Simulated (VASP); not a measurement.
# Te2As (P-4m2) in VASP: single point with PBE

Aim: the single point of Te2As with PBE.

Everything below comes from runs of VASP 6.6.1. Logs are shortened: lines on timing, memory, paths and dates and some standing lists are left out, and cuts for length are marked.

### 1 The cell of the first run

It takes space group P-4m2 (No. 115, tetragonal). The conventional cell has a = 4.012 Å, b = 4.012 Å, c = 5.991 Å, α = 90.00°, β = 90.00°, γ = 90.00°. Te (site symmetry 2mm) has 2 As at 2.76 Å and 4 Te at 3.59 Å within 3.6 Å. As (site symmetry -4m2) has 4 Te at 2.76 Å within 3.6 Å.

The cell was generated, and may not be a known phase.

### 2 Single point, PBE

INCAR

```
PREC = Accurate
ENCUT = 500
EDIFF = 1E-6
ISMEAR = 0
SIGMA = 0.2
LREAL = False
LASPH = True
NELM = 120
ALGO = Normal
ISIF = 2
LWAVE = False
LCHARG = False
GGA = PE
NBANDS = 16
GGA_COMPAT = False
```

KPOINTS

```
Automatic mesh
0
Gamma
  5 5 3
```

POSCAR

```
Te2As
1.0
    4.0122001162      0.0000000000      0.0000000000
    0.0000000000      4.0122001162      0.0000000000
    0.0000000000      0.0000000000      5.9913895001
Te As
2 1
Direct
    0.5000000000      0.0000000000      0.8168768346
    0.0000000000      0.5000000000      0.1831231654
    0.0000000000      0.0000000000      0.5000000000
```

Potentials or basis: VASP PAW PBE potentials, release 64 (Te, As).

Run with:

```
$ cat potpaw_PBE.64/Te/POTCAR potpaw_PBE.64/As/POTCAR > POTCAR
$ mpirun -np 1 vasp_std > vasp.out
```

OUTCAR:

```text
PREC = Accurate
   ENCUT = 500
   EDIFF = 1E-6
   ISMEAR = 0
   LREAL = False
   LASPH = True
   NELM = 120
   ISIF = 2
   GGA = PE

 ion  position               nearest neighbor table
   1  0.500  0.000  0.817-   3 2.76   3 2.76   2 3.59   2 3.59   2 3.59   2 3.59
   2  0.000  0.500  0.183-   3 2.76   3 2.76   1 3.59   1 3.59   1 3.59   1 3.59
   3  0.000  0.000  0.500-   1 2.76   2 2.76   2 2.76   1 2.76

  LATTYP: Found a simple tetragonal cell.
 ALAT       =     4.0122001162
 C/A-ratio  =     1.4932927886

  Lattice vectors:

 A1 = (   4.0122001162,   0.0000000000,   0.0000000000)
 A2 = (   0.0000000000,   4.0122001162,   0.0000000000)
 A3 = (   0.0000000000,   0.0000000000,   5.9913895001)

Analysis of symmetry for initial positions (statically):
=====================================================================
 Subroutine PRICEL returns:
 Original cell was already a primitive cell.

 Routine SETGRP: Setting up the symmetry group for a
 simple tetragonal supercell.

 Subroutine GETGRP returns: Found  8 space group operations
 (whereof  8 operations were pure point group operations)
 out of a pool of 16 trial point group operations.

The static configuration has the point symmetry D_2d.

Analysis of symmetry for dynamics (positions and initial velocities):
=====================================================================
 Subroutine PRICEL returns:
 Original cell was already a primitive cell.

 Routine SETGRP: Setting up the symmetry group for a
 simple tetragonal supercell.

 Subroutine GETGRP returns: Found  8 space group operations
 (whereof  8 operations were pure point group operations)
 out of a pool of 16 trial point group operations.

The dynamic configuration has the point symmetry D_2d.

 Subroutine INISYM returns: Found  8 space group operations
 (whereof  8 operations are pure point group operations),
 and found     1 'primitive' translations

----------------------------------------------------------------------------------------

                                     Primitive cell

  volume of cell :      96.4479

  direct lattice vectors                    reciprocal lattice vectors
     4.012200116  0.000000000  0.000000000     0.249239811  0.000000000  0.000000000
     0.000000000  4.012200116  0.000000000     0.000000000  0.249239811  0.000000000
     0.000000000  0.000000000  5.991389500     0.000000000  0.000000000  0.166906191

  length of vectors
     4.012200116  4.012200116  5.991389500     0.249239811  0.249239811  0.166906191

  position of ions in fractional coordinates (direct lattice)
     0.500000000  0.000000000  0.816876835
     0.000000000  0.500000000  0.183123165
     0.000000000  0.000000000  0.500000000

  ion indices of the primitive-cell ions
   primitive index   ion index
                 1           1
                 2           2
                 3           3

----------------------------------------------------------------------------------------

 KPOINTS: Automatic mesh

Automatic generation of k-mesh.
 Grid dimensions read from file:
 generate k-points for:    5    5    3

 Generating k-lattice:

  Cartesian coordinates                     Fractional coordinates (reciprocal lattice)
     0.049847962  0.000000000  0.000000000     0.200000000  0.000000000  0.000000000
     0.000000000  0.049847962  0.000000000     0.000000000  0.200000000  0.000000000
     0.000000000  0.000000000  0.055635397     0.000000000  0.000000000  0.333333333

  Length of vectors
     0.049847962  0.049847962  0.055635397

  Shift w.r.t. Gamma in fractional coordinates (k-lattice)
     0.000000000  0.000000000  0.000000000

 Subroutine IBZKPT returns following result:
 ===========================================

 Found     12 irreducible k-points:

 Following reciprocal coordinates:
            Coordinates               Weight
  0.000000  0.000000  0.000000      1.000000
  0.200000  0.000000  0.000000      4.000000
  0.400000  0.000000  0.000000      4.000000
  0.200000  0.200000  0.000000      4.000000
  0.400000  0.200000  0.000000      8.000000
  0.400000  0.400000  0.000000      4.000000
  0.000000  0.000000  0.333333      2.000000
  0.200000  0.000000  0.333333      8.000000
  0.400000  0.000000  0.333333      8.000000
  0.200000  0.200000  0.333333      8.000000
  0.400000  0.200000  0.333333     16.000000
  0.400000  0.400000  0.333333      8.000000
   k-points           NKPTS =     12   k-points in BZ     NKDIM =     12   number of bands    NBANDS=     16
   number of dos      NEDOS =    301   number of ions     NIONS =      3
   total plane-waves  NPLWV =  43200
   dimension x,y,z NGX =    30 NGY =   30 NGZ =   48
   dimension x,y,z NGXF=    60 NGYF=   60 NGZF=   96
   ions per type =               2   1
   NGX,Y,Z   is equivalent  to a cutoff of  12.43, 12.43, 13.32 a.u.
   NGXF,Y,Z  is equivalent  to a cutoff of  24.86, 24.86, 26.64 a.u.
 SYSTEM =  unknown system
   PREC   = accura    normal or accurate (medium, high low for compatibility)
   ISTART =      0    job   : 0-new  1-cont  2-samecut
   ICHARG =      2    charge: 1-file 2-atom 10-const
   ISPIN  =      1    spin polarized calculation?
   LNONCOLLINEAR =      F non collinear calculations
   LSORBIT =      F    spin-orbit coupling
   LASPH  =      T    aspherical Exc in radial PAW
   ENCUT  =  500.0 eV  36.75 Ry    6.06 a.u.   7.32  7.32 10.92*2*pi/ulx,y,z
   NELM   =    120;   NELMIN=  2; NELMDL= -5     # of ELM steps
   EDIFF  = 0.1E-05   stopping-criterion for ELM
   LREAL  =      F    real-space projection
   EDIFFG = 0.1E-04   stopping-criterion for IOM
   NSW    =      0    number of steps for IOM
   IBRION =     -1    ionic relax: 0-MD 1-quasi-New 2-CG
   NFREE  =      0    steps in history (QN), initial steepest desc. (CG)
   ISIF   =      2    stress and relaxation
   ISYM   =      2    0-nonsym 1-usesym 2-fastsym
   POTIM  = 0.5000    time-step for ionic-motion
   TEBEG  =    0.0;   TEEND  =   0.0 temperature during run
   PSTRESS=    0.0 pullay stress
   NELECT =      17.0000    total number of electrons
   NUPDOWN=      -1.0000    fix difference up-down
   EMIN   =  10.00;   EMAX   =-10.00  energy-range for DOS
   EFERMI =   0.00;   METHOD = LEGACY
   ISMEAR =     0;   SIGMA  =   0.20  broadening in eV -4-tet -1-fermi 0-gaus
   EFERMI_NEDOS =   21; number of points for ismear=-14 and -15
   IALGO  =     38    algorithm
   IMIX   =      4    mixing-type and parameters
     AMIX     =   0.40;   BMIX     =  1.00
     AMIX_MAG =   1.60;   BMIX_MAG =  1.00
  volume/ion in A,a.u.               =      32.15       216.95
  Fermi-wavevector in a.u.,A,eV,Ry     =   0.917896  1.734572 11.463363  0.842533
  Thomas-Fermi vector in A             =   2.042917
   LORBIT       =      0    0 simple, 1 ext, 2 COOP (PROOUT), +10 PAW based schemes
   GGA     = PE    functional components
   LHFCALC =     F    Hartree Fock is set to
   AEXX    =    0.0000 exact exchange contribution
   IVDW    =     0    specifies the selected vdW correction
   LEPSILON=     F    determine dielectric tensor
   LRPA    =     F    only Hartree local field effects (RPA)
 non-spin polarized calculation
 Gauss-broadening in eV      SIGMA  =   0.20
  energy-cutoff  :      500.00
  volume of cell :       96.45
 maximum number of plane-waves:      2474
 NGX is ok and might be reduce to    30
   NGX = 15   NGY = 15   NGZ = 21

 number of electron      17.0000002 magnetization

 Free energy of the ion-electron system (eV)
  ---------------------------------------------------
  ext. energy  EPLUGINS =         0.00000000
  ---------------------------------------------------
  free energy    TOTEN  =       -10.44348568 eV

  energy without entropy =      -10.39008166  energy(sigma->0) =      -10.41678367

 E-fermi :   4.8481     XC(G=0):  -8.9594

 val. band max:        4.8424398316   @ k =   0.4000   0.0000   0.0000
 cond. band min:       4.9121907108   @ k =   0.2000   0.2000   0.0000
 fundamental gap:      0.0697508791
 Fermi energy:         4.8480723886

 k-point     1 :       0.0000    0.0000    0.0000
  band No.  band energies     occupation
      1      -8.6249      2.00000
      2      -5.8911      2.00000
      3      -4.4502      2.00000
      4       1.8680      2.00000
      5       1.8680      2.00000
      6       2.9067      2.00000
[... 8 lines left out ...]
     15      11.3182      0.00000
     16      13.1995      0.00000

 k-point     2 :       0.2000    0.0000    0.0000
  band No.  band energies     occupation
      1      -8.3773      2.00000
      2      -5.8867      2.00000
      3      -4.4223      2.00000
      4       0.5897      2.00000
      5       2.0579      2.00000
      6       2.4451      2.00000
[... 8 lines left out ...]
     15      12.4626      0.00000
     16      12.8716      0.00000

 k-point     3 :       0.4000    0.0000    0.0000
  band No.  band energies     occupation
      1      -7.8081      2.00000
      2      -6.1232      2.00000
      3      -4.3531      2.00000
      4      -0.0876      2.00000
      5       1.2437      2.00000
      6       1.8787      2.00000
[... 8 lines left out ...]
     15      12.1512      0.00000
     16      12.5541      0.00000

 k-point     4 :       0.2000    0.2000    0.0000
  band No.  band energies     occupation
      1      -8.1228      2.00000
      2      -5.8402      2.00000
      3      -4.4723      2.00000
      4       0.7259      2.00000
      5       0.8418      2.00000
      6       2.6099      2.00000
[... 8 lines left out ...]
     15      11.7988      0.00000
     16      12.6858      0.00000
[... 96 lines left out ...]
 k-point    10 :       0.2000    0.2000    0.3333
  band No.  band energies     occupation
      1      -7.8676      2.00000
      2      -6.5827      2.00000
      3      -3.8752      2.00000
      4       0.6355      2.00000
      5       1.2449      2.00000
      6       1.7943      2.00000
[... 8 lines left out ...]
     15      11.5037      0.00000
     16      12.3693      0.00000

 k-point    11 :       0.4000    0.2000    0.3333
  band No.  band energies     occupation
      1      -7.3762      2.00000
      2      -6.1897      2.00000
      3      -4.6438      2.00000
      4       0.1909      2.00000
      5       0.5315      2.00000
      6       1.8616      2.00000
[... 8 lines left out ...]
     15      11.7463      0.00000
     16      13.0402      0.00000

 k-point    12 :       0.4000    0.4000    0.3333
  band No.  band energies     occupation
      1      -6.6836      2.00000
      2      -5.9372      2.00000
      3      -5.2048      2.00000
      4      -0.3339      2.00000
      5       0.9125      2.00000
      6       1.1695      2.00000
[... 8 lines left out ...]
     15      11.4512      0.00000
     16      13.8842      0.00000

------------------------ aborting loop because EDIFF is reached ----------------------------------------

  FORCE on cell =-STRESS in cart. coord.  units (eV):
  Direction    XX          YY          ZZ          XY          YZ          ZX
  --------------------------------------------------------------------------------------
  -------------------------------------------------------------------------------------
  Total       -0.3886005     -0.3886005      0.1268956      0.0000000     -0.0000000      0.0000000
  in kB       -6.4553709     -6.4553709      2.1079693      0.0000000     -0.0000000      0.0000000
  external PRESSURE =      -3.6009242 kB  Pullay stress =       0.0000000 kB

 VOLUME and BASIS-vectors are now :
 -----------------------------------------------------------------------------
  energy-cutoff  :      500.00
  volume of cell :       96.45
      direct lattice vectors                 reciprocal lattice vectors
     4.012200116  0.000000000  0.000000000     0.249239811  0.000000000  0.000000000
     0.000000000  4.012200116  0.000000000     0.000000000  0.249239811  0.000000000
     0.000000000  0.000000000  5.991389500     0.000000000  0.000000000  0.166906191

 POSITION                                       TOTAL-FORCE (eV/Angst)
 -----------------------------------------------------------------------------------
      2.00610      0.00000      4.89423        -0.000000      0.000000      0.071580
      0.00000      2.00610      1.09716         0.000000     -0.000000     -0.071580
      0.00000      0.00000      2.99569         0.000000     -0.000000      0.000000
 -----------------------------------------------------------------------------------
    total drift:                               -0.000000      0.000000     -0.000000

  FREE ENERGIE OF THE ION-ELECTRON SYSTEM (eV)
  ---------------------------------------------------
  free  energy   TOTEN  =       -10.4434856790 eV

  energy  without entropy=      -10.3900816553  energy(sigma->0) =      -10.41678367
```

It took 13 s on 1 thread of Intel Xeon 8259CL, shared host; peak memory 0.2 GiB.

Results:

```
Free energy            : -10.4435 eV
Pressure               : -0.4 GPa
Largest force          : 0.072 eV/Å
Band gap on the k mesh : zero (an odd number of electrons rules out a gap without spin polarisation)
```

Forces in eV/Å, atoms in the order of the input:
```
Te   0.000  0.000  0.072
Te   0.000  0.000 -0.072
As   0.000  0.000  0.000
```

Stress tensor (GPa, compression positive):
```
-0.65  0.00  0.00
 0.00 -0.65  0.00
 0.00  0.00  0.21
```

Caveat: spin-orbit coupling is left out, which moves the levels of the heavy elements; an odd number of electrons without spin polarisation forces a metal; a magnetic or distorted state may lie lower.

The gap in the log of VASP goes by the Fermi energy; the results here count the filled bands.